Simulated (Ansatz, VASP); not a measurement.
**Two plane-wave programs on AgCl**

INCAR

```
SYSTEM = AgCl
PREC = Accurate
ENCUT = 500
EDIFF = 1E-6
ISMEAR = 0
SIGMA = 0.02
LREAL = .FALSE.
LASPH = .TRUE.
NELM = 120
ALGO = Normal
ISIF = 2
LWAVE = .FALSE.
LCHARG = .TRUE.
GGA = PE
LELF = .TRUE.
LVHAR = .TRUE.
NBANDS = 16
GGA_COMPAT = .FALSE.
```

The input KPOINTS:

```
Automatic mesh
0
G
  8 8 8
  0 0 0
```

The input POSCAR:

```
AgCl
1.0
    0.0000000000      2.8053419116      2.8053419116
    2.8053419116      0.0000000000      2.8053419116
    2.8053419116      2.8053419116      0.0000000000
Ag Cl
1 1
Direct
    0.0000000000      0.0000000000      0.0000000000
    0.5000000000      0.5000000000      0.5000000000
```

Input for Ansatz:

```yaml
crystal:
  lattice:
    - [0.0, 2.8053419116, 2.8053419116]
    - [2.8053419116, 0.0, 2.8053419116]
    - [2.8053419116, 2.8053419116, 0.0]
  atoms:
    - { symbol: Ag, position: [0.0, 0.0, 0.0] }
    - { symbol: Cl, position: [0.5, 0.5, 0.5] }
basis:
  ecutwfc: 420
kpoints:
  mp_grid: { grid: [8, 8, 8] }
hamiltonian:
  xc: pbe
scf:
  occupations: { method: gaussian, width: 0.02 }
output:
  forces: false
  stress: false
  eigenvalues: true
  eigenstates:
    kpoints:
      - [0.0, 0.0, 0.5]
      - [0.0, 0.008929681, 0.508929681]
      - [0.0, -0.008929681, 0.491070319]
      - [0.008929681, 0.0, 0.508929681]
      - [-0.008929681, 0.0, 0.491070319]
      - [0.008929681, 0.008929681, 0.5]
      - [-0.008929681, -0.008929681, 0.5]
      - [0.006314238, 0.006314238, 0.512628475]
      - [-0.006314238, -0.006314238, 0.487371525]
      - [0.006314238, 0.012628475, 0.506314238]
      - [-0.006314238, -0.012628475, 0.493685762]
      - [0.012628475, 0.006314238, 0.506314238]
      - [-0.012628475, -0.006314238, 0.493685762]
      - [0.010311107, 0.010311107, 0.510311107]
      - [-0.010311107, -0.010311107, 0.489688893]
      - [0.0, 0.0, 0.0]
      - [0.0, 0.008929681, 0.008929681]
      - [0.0, -0.008929681, -0.008929681]
      - [0.008929681, 0.0, 0.008929681]
      - [-0.008929681, 0.0, -0.008929681]
      - [0.008929681, 0.008929681, 0.0]
      - [-0.008929681, -0.008929681, 0.0]
      - [0.006314238, 0.006314238, 0.012628475]
      - [-0.006314238, -0.006314238, -0.012628475]
      - [0.006314238, 0.012628475, 0.006314238]
      - [-0.006314238, -0.012628475, -0.006314238]
      - [0.012628475, 0.006314238, 0.006314238]
      - [-0.012628475, -0.006314238, -0.006314238]
      - [0.010311107, 0.010311107, 0.010311107]
      - [-0.010311107, -0.010311107, -0.010311107]
    e_range: [-2.422664, 2.422664]
checkpoint:
  read: start.run
  write: ck
  compress: false
  write_wavefunctions: false
  write_every: 100000
```

Alike in both runs: task single point; functional PBE; k mesh 8 × 8 × 8; occupations gaussian, width 0.02 eV; no spin polarisation.

|  | VASP | Ansatz |
| --- | --- | --- |
| version | VASP 6.6.1 | Ansatz 0.2.0 |
| potentials or method | VASP PAW PBE potentials, release 64 (Ag, Cl), cutoff 500 eV | scalar-relativistic, plane waves, PAW |
| valence electrons in the cell | 18 | 26 |

|  | VASP | Ansatz | Ansatz less VASP |
| --- | --- | --- | --- |
| gap on the k mesh at the Fermi level (eV) | 0.92 | 0.92 | +0.003 |
| least direct gap on the mesh (eV) | 3.08 | 3.08 | +0.002 |

VASP's potentials hold 18 valence electrons a cell and Ansatz's 26, so a difference there can come from the potentials and not from the codes.
